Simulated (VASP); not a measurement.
# CO2 (P2_1/c) in VASP: a series of runs, part 2 of 2

VASP 6.6.1. Earlier steps stand in the parts before.

## 3. Single point, PBE (engineering shear strain xz -0.0750, normal strain along z -0.0200)

INCAR

```
PREC     = Accurate       # precision mode
ENCUT    = 520            # plane-wave cutoff, eV
EDIFF    = 1E-7           # SCF threshold, eV
ISMEAR   = 0              # smearing method
SIGMA    = 0.05           # smearing width, eV
LREAL    = False          # projectors in reciprocal space
LASPH    = True           # aspherical terms in the spheres
NELM     = 100            # most SCF steps
ALGO     = Normal         # electronic algorithm
ISIF     = 2              # what is computed and relaxed
LWAVE    = False          # write WAVECAR
LCHARG   = False          # write CHGCAR
GGA      = PE             # functional
NBANDS   = 44             # bands
```

KPOINTS

```
regular mesh
0
Gamma
  4 4 4
```

POSCAR

```
CO2
1.0
    6.0577362522      0.0000000000     -0.2271651095
    0.0000000000      6.0577362522      0.0000000000
   -0.2271651095      0.0000000000      5.9365815272
C O
4 8
Direct
    0.0000000000      0.0000000000      0.0000000000
    0.5000000000      0.0000000000      0.5000000000
    0.5000000000      0.5000000000      0.0000000000
    0.0000000000      0.5000000000      0.5000000000
    0.1114834447      0.1114834447      0.1114834447
    0.3885165553      0.8885165553      0.6114834447
    0.6114834447      0.3885165553      0.8885165553
    0.8885165553      0.6114834447      0.3885165553
    0.8885165553      0.8885165553      0.8885165553
    0.6114834447      0.1114834447      0.3885165553
    0.3885165553      0.6114834447      0.1114834447
    0.1114834447      0.3885165553      0.6114834447
```

Potentials or basis: VASP PAW PBE potentials, release 64 (C, O).

Command:

```sh
> cat potpaw_PBE.64/C/POTCAR potpaw_PBE.64/O/POTCAR > POTCAR
> mpirun -np 1 vasp_std > vasp.out
```

Run time: 6.6 min. Hardware: 1 thread of Oxide Virtual Turin-like, shared host; peak memory 0.39 GiB.

It converged, with:

| Property | Result |
| --- | --- |
| Free energy | -91.8121 eV |
| Pressure | 3.7 GPa |
| Largest force | 5.083 eV/Å |
| Band gap on the k mesh | 6.64 eV, direct |

Forces in eV/Å, atoms in the order of the input:
```
C    0.000  0.000  0.000
C    0.000  0.000  0.000
C    0.000  0.000  0.000
C    0.000  0.000  0.000
O    2.908  3.026  2.867
O    0.879  0.857 -0.882
O   -0.879  0.857  0.882
O   -2.908  3.026 -2.867
O   -2.908 -3.026 -2.867
O   -0.879 -0.857  0.882
O    0.879 -0.857 -0.882
O    2.908 -3.026  2.867
```

Stress tensor (GPa, compression positive):
```
3.57 0.00 7.42
0.00 4.11 0.00
7.42 0.00 3.46
```

Levels at points of the mesh, in eV from the valence-band top:
```tsv
k point	band 28	band 29	band 30	band 31	band 32	band 33	band 34	band 35	band 36	band 37
(0.00, 0.00, 0.00)	-0.18	-0.15	-0.10	-0.03	0.00	6.64	7.88	7.93	8.15	8.22
(0.50, 0.00, 0.00)	-0.24	-0.19	-0.16	-0.11	-0.03	7.78	7.80	7.95	8.14	8.14
(0.00, 0.50, 0.00)	-0.27	-0.17	-0.17	-0.06	-0.06	7.88	7.88	7.98	7.98	8.10
(0.50, 0.50, 0.00)	-0.24	-0.18	-0.18	-0.15	-0.15	7.93	7.93	7.98	7.98	8.77
(0.00, 0.00, 0.50)	-0.26	-0.17	-0.17	-0.07	-0.07	7.92	7.92	7.99	7.99	8.10
(0.50, 0.00, 0.50)	-0.25	-0.17	-0.17	-0.14	-0.14	7.94	7.94	7.97	7.97	8.77
(0.00, 0.50, 0.50)	-0.22	-0.17	-0.17	-0.15	-0.15	7.81	7.81	8.27	8.27	8.46
(0.50, 0.50, 0.50)	-0.26	-0.17	-0.17	-0.15	-0.15	7.86	7.86	8.19	8.19	9.01
```

Caveat: the cell differs from its parent crystal (engineering shear strain xz -0.0750, normal strain along z -0.0200); forces of over 1 eV/Å act on the atoms, so gaps and moduli don't describe the material at rest. A k mesh can miss the band edges.

## 4. Single point, PBE (engineering shear strain xz -0.1500, normal strain along z -0.0100)

INCAR

```
SYSTEM = CO2
PREC = Accurate
ENCUT = 520
EDIFF = 1E-6
ISMEAR = 0
SIGMA = 0.05
LREAL = .FALSE.
LASPH = .TRUE.
NELM = 80
ALGO = Normal
ISIF = 2
LWAVE = .FALSE.
LCHARG = .TRUE.
GGA = PE
LELF = .TRUE.
LVHAR = .TRUE.
NBANDS = 44
```

KPOINTS

```
Automatic mesh
0
G
  4 4 4
  0 0 0
```

Changes to POSCAR since step 3:

```diff
@@ -2,5 +2,5 @@
 1.0
-    6.0577362522      0.0000000000     -0.2271651095
+    6.0577362522      0.0000000000     -0.4543302189
     0.0000000000      6.0577362522      0.0000000000
-   -0.2271651095      0.0000000000      5.9365815272
+   -0.4543302189      0.0000000000      5.9971588897
 C O
```

Command:

```sh
> cat potpaw_PBE.64/C/POTCAR potpaw_PBE.64/O/POTCAR > POTCAR
> mpirun -np 1 vasp_std > vasp.out
```

Run time: 6 min. Hardware: 1 thread of Oxide Virtual Turin-like, shared host; peak memory 0.4 GiB.

The run converged. Its results:

```
Free energy            : -90.7114 eV
Pressure               : 4.3 GPa
Largest force          : 8.761 eV/Å
Band gap on the k mesh : 6.51 eV, direct
```

Forces in eV/Å, atoms in the order of the input:
```
C    0.000  0.000  0.000
C    0.000  0.000  0.000
C    0.000  0.000  0.000
C    0.000  0.000  0.000
O    4.920  5.339  4.903
O    2.498  2.341 -2.522
O   -2.498  2.341  2.522
O   -4.920  5.339 -4.903
O   -4.920 -5.339 -4.903
O   -2.498 -2.341  2.522
O    2.498 -2.341 -2.522
O    4.920 -5.339  4.903
```

Stress tensor (GPa, compression positive):
```
 3.64  0.00 14.56
 0.00  5.72  0.00
14.56  0.00  3.48
```

Levels at points of the mesh, in eV from the valence-band top:
| k point | band 28 | band 29 | band 30 | band 31 | band 32 | band 33 | band 34 | band 35 | band 36 | band 37 |
| --- | --- | --- | --- | --- | --- | --- | --- | --- | --- | --- |
| (0.00, 0.00, 0.00) | -0.23 | -0.22 | -0.09 | -0.03 | 0.00 | 6.51 | 7.33 | 7.40 | 7.63 | 7.71 |
| (0.50, 0.00, 0.00) | -0.30 | -0.19 | -0.17 | -0.14 | -0.01 | 7.29 | 7.45 | 7.50 | 7.60 | 7.72 |
| (0.00, 0.50, 0.00) | -0.34 | -0.16 | -0.16 | -0.07 | -0.07 | 7.43 | 7.43 | 7.52 | 7.52 | 7.80 |
| (0.50, 0.50, 0.00) | -0.30 | -0.17 | -0.17 | -0.13 | -0.13 | 7.44 | 7.44 | 7.49 | 7.49 | 8.47 |
| (0.00, 0.00, 0.50) | -0.32 | -0.16 | -0.16 | -0.08 | -0.08 | 7.46 | 7.46 | 7.52 | 7.52 | 7.82 |
| (0.50, 0.00, 0.50) | -0.33 | -0.15 | -0.15 | -0.11 | -0.11 | 7.44 | 7.44 | 7.47 | 7.47 | 8.47 |
| (0.00, 0.50, 0.50) | -0.28 | -0.16 | -0.16 | -0.14 | -0.14 | 7.30 | 7.30 | 7.73 | 7.73 | 8.31 |
| (0.50, 0.50, 0.50) | -0.33 | -0.15 | -0.15 | -0.12 | -0.12 | 7.33 | 7.33 | 7.70 | 7.70 | 8.62 |

Caveat: the cell differs from its parent crystal (engineering shear strain xz -0.1500, normal strain along z -0.0100); forces of over 1 eV/Å act on the atoms, so gaps and moduli don't describe the material at rest. A k mesh can miss the band edges.

## 5. Single point, PBE (engineering shear strain xz -0.2250, normal strain along z +0.0100)

INCAR

```
ALGO = Normal
EDIFF = 1E-6
ENCUT = 520
GGA = PE
ISIF = 2
ISMEAR = 0
LASPH = T
LCHARG = T
LELF = T
LREAL = F
LVHAR = T
LWAVE = F
NBANDS = 44
NELM = 80
PREC = Accurate
SIGMA = 0.05
```

KPOINTS

```
k-points
0
Gamma
  4 4 4
```

Changes to POSCAR since step 4:

```diff
@@ -2,5 +2,5 @@
 1.0
-    6.0577362522      0.0000000000     -0.4543302189
+    6.0577362522      0.0000000000     -0.6814953284
     0.0000000000      6.0577362522      0.0000000000
-   -0.4543302189      0.0000000000      5.9971588897
+   -0.6814953284      0.0000000000      6.1183136147
 C O
```

Command:

```sh
> cat potpaw_PBE.64/C/POTCAR potpaw_PBE.64/O/POTCAR > POTCAR
> mpirun -np 1 vasp_std > vasp.out
```

It took 5.7 min on 1 thread of Oxide Virtual Turin-like, shared host; peak memory 0.4 GiB.

Results (log left out):

```
Free energy            : -88.9647 eV
Pressure               : 4.8 GPa
Largest force          : 12.311 eV/Å
Band gap on the k mesh : 6.28 eV, direct
```

Forces on the atoms (eV/Å):
```
C    0.000  0.000  0.000
C    0.000  0.000  0.000
C    0.000  0.000  0.000
C    0.000  0.000  0.000
O    6.754  7.652  6.883
O    3.896  3.529 -4.012
O   -3.896  3.529  4.012
O   -6.754  7.652 -6.883
O   -6.754 -7.652 -6.883
O   -3.896 -3.529  4.012
O    3.896 -3.529 -4.012
O    6.754 -7.652  6.883
```

Stress tensor (GPa, compression positive):
```
 3.39  0.00 20.99
 0.00  7.84  0.00
20.99  0.00  3.23
```

Levels at points of the mesh, in eV from the valence-band top:
```
           k point  band 28  band 29  band 30  band 31  band 32  band 33  band 34  band 35  band 36  band 37
(0.00, 0.00, 0.00)    -0.31    -0.27    -0.08    -0.02     0.00     6.28     6.77     6.83     7.06     7.12
(0.50, 0.00, 0.00)    -0.31    -0.28    -0.16    -0.12    -0.01     6.74     6.88     7.02     7.11     7.13
(0.00, 0.50, 0.00)    -0.41    -0.15    -0.15    -0.06    -0.06     6.88     6.88     6.95     6.95     7.51
(0.50, 0.50, 0.00)    -0.37    -0.16    -0.16    -0.11    -0.11     6.88     6.88     6.93     6.93     8.00
(0.00, 0.00, 0.50)    -0.40    -0.16    -0.16    -0.08    -0.08     6.90     6.90     6.95     6.95     7.49
(0.50, 0.00, 0.50)    -0.41    -0.14    -0.14    -0.09    -0.09     6.88     6.88     6.90     6.90     7.98
(0.00, 0.50, 0.50)    -0.34    -0.17    -0.17    -0.12    -0.12     6.75     6.75     7.14     7.14     7.88
(0.50, 0.50, 0.50)    -0.41    -0.15    -0.15    -0.08    -0.08     6.76     6.76     7.12     7.12     8.07
```

Caveat: the cell differs from its parent crystal (engineering shear strain xz -0.2250, normal strain along z +0.0100); forces of over 1 eV/Å act on the atoms, so gaps and moduli don't describe the material at rest.

## 6. Summary

```tsv
cell	gap on the mesh (eV)	pressure (GPa)	largest force (eV/Å)
a = 6.096, b = 6.058, c = 6.036 Å, angles 90.0, 102.9, 90.0°, 12 atoms	6.35	6.9	13.70
a = 6.062, b = 6.058, c = 5.941 Å, angles 90.0, 94.3, 90.0°, 12 atoms	6.64	3.7	5.08
a = 6.075, b = 6.058, c = 6.014 Å, angles 90.0, 98.6, 90.0°, 12 atoms	6.51	4.3	8.76
a = 6.096, b = 6.058, c = 6.156 Å, angles 90.0, 102.8, 90.0°, 12 atoms	6.28	4.8	12.31
```

Alike in all rows: task single point; level PBE; potentials or basis VASP PAW PBE potentials, release 64 (C, O); no spin polarisation; k mesh 4 × 4 × 4; cutoff (eV) 520; smearing gaussian 0.05 eV.

Caveats: forces of over 1 eV/Å act on the atoms, so gaps and moduli don't describe the material at rest.

Total energies depend on the potentials used, so only differences within one code and one set of settings carry meaning.
